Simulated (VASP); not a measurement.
# CuO (C2/c) in VASP: single point with PBE+U

Aim: the single point of CuO with PBE+U.

All numbers are computed with VASP 6.6.1; they aren't measurements. Logs are shortened: lines on timing, memory, paths and dates and some standing lists are left out, and cuts for length are marked.

## (1) The cell of the first run

The structure is monoclinic, space group C2/c (No. 15). Conventional cell: a = 4.649 Å, b = 3.438 Å, c = 5.187 Å, α = 90.00°, β = 98.64°, γ = 90.00°. Within 2.6 Å of Cu (site symmetry -1) lie 4 O at 1.95 to 1.97 Å. Within 2.6 Å of O (site symmetry 2) lie 4 Cu at 1.95 to 1.97 Å.

## (2) Single point, PBE+U, collinear spin, ferromagnetic start

Input file INCAR:

```
ALGO = Normal
EDIFF = 1E-6
ENCUT = 600
GGA = PE
GGA_COMPAT = False
ISIF = 2
ISMEAR = -1
ISPIN = 2
LASPH = True
LCHARG = False
LDAU = True
LDAUJ = 0 0
LDAUL = 2 -1
LDAUPRINT = 1
LDAUTYPE = 2
LDAUU = 4 0
LMAXMIX = 4
LORBIT = 11
LREAL = False
LWAVE = False
MAGMOM = 1 1 0 0
NBANDS = 29
NELM = 200
PREC = Accurate
SIGMA = 0.003
```

Input file KPOINTS:

```
k-points
0
Gamma
  7 7 4
```

Input file POSCAR:

```
CuO
1.0
    2.3245000000     -1.7191000000      0.0000000000
    2.3245000000      1.7191000000      0.0000000000
   -0.7792200000      0.0000000000      5.1281400000
Cu O
2 2
Direct
    0.0000000000      0.5000000000      0.0000000000
    0.5000000000      0.0000000000      0.5000000000
    0.5830000000      0.4170000000      0.2500000000
    0.4170000000      0.5830000000      0.7500000000
```

Potentials or basis: VASP PAW PBE potentials, release 64 (Cu, O).

On the command line:

```bash
$ cat potpaw_PBE.64/Cu/POTCAR potpaw_PBE.64/O/POTCAR > POTCAR
$ mpirun -np 1 vasp_std > vasp.out
```

OUTCAR:

```text
EDIFF = 1E-6
   ENCUT = 600
   GGA = PE
   ISIF = 2
   ISMEAR = -1
   ISPIN = 2
   LASPH = True
   LORBIT = 11
   LREAL = False
   NELM = 200
   PREC = Accurate

 ion  position               nearest neighbor table
   1  0.000  0.500  0.000-   3 1.95   4 1.95   3 1.97   4 1.97
   2  0.500  0.000  0.500-   3 1.95   4 1.95   4 1.97   3 1.97
   3  0.583  0.417  0.250-   1 1.95   2 1.95   2 1.97   1 1.97
   4  0.417  0.583  0.750-   1 1.95   2 1.95   1 1.97   2 1.97

  LATTYP: Found a base centered monoclinic cell.
 ALAT       =     4.6490000000
 B/A-ratio  =     0.7395568940
 C/A-ratio  =     1.1157245304
 COS(beta)  =    -0.1502254671

  Lattice vectors:

 A1 = (   2.3245000000,  -1.7191000000,   0.0000000000)
 A2 = (   2.3245000000,   1.7191000000,   0.0000000000)
 A3 = (  -0.7792200000,   0.0000000000,   5.1281400000)

Analysis of symmetry for initial positions (statically):
=====================================================================
 Subroutine PRICEL returns:
 Original cell was already a primitive cell.

 Routine SETGRP: Setting up the symmetry group for a
 base centered monoclinic supercell.

 Subroutine GETGRP returns: Found  4 space group operations
 (whereof  2 operations were pure point group operations)
 out of a pool of  4 trial point group operations.

The static configuration has the point symmetry S_2 .
 The point group associated with its full space group is C_2h.

Analysis of symmetry for dynamics (positions and initial velocities):
=====================================================================
 Subroutine PRICEL returns:
 Original cell was already a primitive cell.

 Routine SETGRP: Setting up the symmetry group for a
 base centered monoclinic supercell.
[... 218 lines left out ...]

 occupancies and eigenvectors

  o =  0.3911  v =  0.0000  0.0000  0.0000  0.0000  0.0000  0.1085  0.5510 -0.0009  0.7874 -0.2540      0.0000  0.0000  0.0000  0.0000  0.0000  0.0000  0.0000  0.0000  0.0000  0.0000
  o =  0.9496  v =  0.0000  0.0000  0.0000  0.0000  0.0000 -0.8467 -0.1750 -0.4472  0.2069 -0.0982      0.0000  0.0000  0.0000  0.0000  0.0000  0.0000  0.0000  0.0000  0.0000  0.0000
  o =  0.9589  v =  0.8584  0.1591  0.4459 -0.1879  0.0615  0.0000  0.0000  0.0000  0.0000  0.0000      0.0000  0.0000  0.0000  0.0000  0.0000  0.0000  0.0000  0.0000  0.0000  0.0000
  o =  0.9655  v =  0.0000  0.0000  0.0000  0.0000  0.0000 -0.0752 -0.1027  0.1570  0.3744  0.9050      0.0000  0.0000  0.0000  0.0000  0.0000  0.0000  0.0000  0.0000  0.0000  0.0000
  o =  0.9673  v =  0.0000  0.0000  0.0000  0.0000  0.0000 -0.1532  0.7859 -0.2838 -0.4311  0.3041      0.0000  0.0000  0.0000  0.0000  0.0000  0.0000  0.0000  0.0000  0.0000  0.0000
  o =  0.9725  v = -0.0104  0.4965 -0.3102 -0.5563 -0.5896  0.0000  0.0000  0.0000  0.0000  0.0000      0.0000  0.0000  0.0000  0.0000  0.0000  0.0000  0.0000  0.0000  0.0000  0.0000
  o =  0.9739  v = -0.1465  0.6114 -0.1150 -0.1800  0.7477  0.0000  0.0000  0.0000  0.0000  0.0000      0.0000  0.0000  0.0000  0.0000  0.0000  0.0000  0.0000  0.0000  0.0000  0.0000
  o =  0.9755  v =  0.0000  0.0000  0.0000  0.0000  0.0000 -0.4921  0.1936  0.8336 -0.1055 -0.1199      0.0000  0.0000  0.0000  0.0000  0.0000  0.0000  0.0000  0.0000  0.0000  0.0000
  o =  0.9790  v =  0.4839 -0.1873 -0.8317  0.1277  0.1508  0.0000  0.0000  0.0000  0.0000  0.0000      0.0000  0.0000  0.0000  0.0000  0.0000  0.0000  0.0000  0.0000  0.0000  0.0000
  o =  1.0266  v =  0.0865  0.5650 -0.0042  0.7788 -0.2583  0.0000  0.0000  0.0000  0.0000  0.0000      0.0000  0.0000  0.0000  0.0000  0.0000  0.0000  0.0000  0.0000  0.0000  0.0000

 number of electron      34.0000000 magnetization       2.0002881

 Free energy of the ion-electron system (eV)
  ---------------------------------------------------
  ext. energy  EPLUGINS =         0.00000000
  ---------------------------------------------------
  free energy    TOTEN  =       -17.12963943 eV

  energy without entropy =      -17.12963942  energy(sigma->0) =      -17.12963943

 E-fermi :   5.2807     XC(G=0): -11.8022

 val. band max:        5.2470647499   @ k =   0.4286   0.4286   0.0000
 cond. band min:       5.3143325758   @ k =  -0.4286   0.4286   0.0000
 fundamental gap:      0.0672678259
 Fermi energy:         5.2807021067

 spin component 1

 k-point     1 :       0.0000    0.0000    0.0000
  band No.  band energies     occupation
      1     -14.2389      1.00000
      2     -12.9574      1.00000
      3      -2.9080      1.00000
      4      -1.7584      1.00000
      5      -1.3741      1.00000
      6       0.2412      1.00000
[... 1529 lines left out ...]
     28      23.9511      0.00000
     29      25.4352      0.00000

 [... further k-points ...]
[... 5 lines left out ...]
  --------------------------------------------------------------------------------------
  -------------------------------------------------------------------------------------
  Total        0.9524601      0.9789320      0.1622506      0.0000000      0.0000000     -0.1635539
  in kB       37.2337519     38.2685973      6.3427301      0.0000000      0.0000000     -6.3936823
  external PRESSURE =      27.2816931 kB  Pullay stress =       0.0000000 kB

 VOLUME and BASIS-vectors are now :
 -----------------------------------------------------------------------------
  energy-cutoff  :      600.00
  volume of cell :       40.98
      direct lattice vectors                 reciprocal lattice vectors
     2.324500000 -1.719100000  0.000000000     0.215100022 -0.290849863  0.032684412
     2.324500000  1.719100000  0.000000000     0.215100022  0.290849863  0.032684412
    -0.779220000  0.000000000  5.128140000     0.000000000  0.000000000  0.195002477

 POSITION                                       TOTAL-FORCE (eV/Angst)
 -----------------------------------------------------------------------------------
      1.16225      0.85955      0.00000         0.000000      0.000000      0.000000
      0.77264     -0.85955      2.56407         0.000000      0.000000      0.000000
      2.12969     -0.28537      1.28204        -0.000000      0.231200     -0.000000
      1.74009      0.28537      3.84611         0.000000     -0.231200      0.000000
 -----------------------------------------------------------------------------------
    total drift:                                0.000000     -0.000000     -0.000000

  FREE ENERGIE OF THE ION-ELECTRON SYSTEM (eV)
  ---------------------------------------------------
  free  energy   TOTEN  =       -17.1296394326 eV

  energy  without entropy=      -17.1296394225  energy(sigma->0) =      -17.12963943

 total charge

# of ion       s       p       d       tot
------------------------------------------
    1        0.374   0.383   9.139   9.896
    2        0.374   0.383   9.139   9.896
    3        1.554   3.436   0.000   4.990
    4        1.554   3.436   0.000   4.990
--------------------------------------------------
tot          3.855   7.638  18.278  29.771

 magnetization (x)

# of ion       s       p       d       tot
------------------------------------------
    1       -0.004   0.003   0.662   0.662
    2       -0.004   0.003   0.662   0.662
    3        0.019   0.280   0.000   0.299
    4        0.019   0.280   0.000   0.299
--------------------------------------------------
tot          0.032   0.565   1.324   1.921
```

Wall time 5 min (1 thread of AMD EPYC 7R13, shared host); peak memory 0.23 GiB.

What came out:

```yaml
Free_energy: -17.1296 eV
Pressure: 2.7 GPa
Largest_force: 0.231 eV/Å
Band_gap_on_the_k_mesh: 0.07 eV, indirect (least direct gap 0.09 eV)
Net_moment: 2.00 μB per cell
Site_moments: Cu +0.66; O +0.30 μB
Valence_electrons_inside_the_program's_atomic_spheres: Cu 9.90; O 4.99
```

Forces in eV/Å, atoms in the order of the input:
```
Cu   0.000  0.000  0.000
Cu   0.000  0.000  0.000
O    0.000  0.231  0.000
O    0.000 -0.231  0.000
```

Stress tensor (GPa, compression positive):
```
 3.72  0.00 -0.64
 0.00  3.83  0.00
-0.64  0.00  0.63
```

Levels at points of the mesh, in eV from the valence-band top:
Spin up:
```csv
k point,band 15,band 16,band 17,band 18,band 19,band 20,band 21,band 22
"(0.00, 0.00, 0.00)",-2.61,-2.37,-0.59,-0.05,1.66,6.45,8.11,13.76
"(0.00, 0.00, 0.50)",-1.93,-1.93,-0.70,-0.70,4.00,4.00,11.70,11.70
```
Spin down:
```tsv
k point	band 12	band 13	band 14	band 15	band 16	band 17	band 18	band 19	band 20	band 21
(0.00, 0.00, 0.00)	-2.80	-2.74	-2.14	-2.07	-1.79	1.32	1.93	2.15	6.56	8.47
(0.00, 0.00, 0.50)	-3.59	-3.03	-3.03	-1.40	-1.40	1.54	1.54	4.31	4.31	11.86
```

Eigenvalues of the final occupation matrices:
| site | spin | trace | eigenvalues |
| --- | --- | --- | --- |
| site 1 d | 1 | 4.91 | 0.96 0.97 0.97 0.98 1.03 |
| site 1 d | 2 | 4.25 | 0.39 0.95 0.97 0.97 0.98 |
| site 2 d | 1 | 4.91 | 0.96 0.97 0.97 0.98 1.03 |
| site 2 d | 2 | 4.25 | 0.39 0.95 0.97 0.97 0.98 |

A k mesh can miss the band edges. The state reached can hang on the start; a lower one may exist.
